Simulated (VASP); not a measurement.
A run of VASP 6.6.1 is set up as follows.

File INCAR:

```
SYSTEM = AlRu
PREC = Accurate ; ENCUT = 520
EDIFF = 1E-6 ; ISMEAR = -1
SIGMA = 0.05 ; LREAL = .FALSE.
LASPH = .TRUE. ; NELM = 60
ALGO = Normal ; ISIF = 2
LWAVE = .FALSE. ; LCHARG = .FALSE.
GGA = PE ; NBANDS = 16
```

KPOINTS

```
regular mesh
0
G
  16 16 16
  0 0 0
```

POSCAR

```
AlRu
1.0
    2.9305298028      0.0000000000      0.0000000000
    0.0000000000      2.9305298028      0.0000000000
    0.0000000000      0.0000000000      2.9305298028
Al Ru
1 1
Direct
    0.0000000000      0.0000000000      0.0000000000
    0.5000000000      0.5000000000      0.5000000000
```

Potentials or basis: VASP PAW PBE potentials, release 64 (Al, Ru_pv).

The run is started by

```bash
$ cat potpaw_PBE.64/Al/POTCAR potpaw_PBE.64/Ru_pv/POTCAR > POTCAR
$ mpirun -np 1 vasp_std > vasp.out
```

**Question.** What does it give for the pressure?

**Answer.** 17.8 GPa.
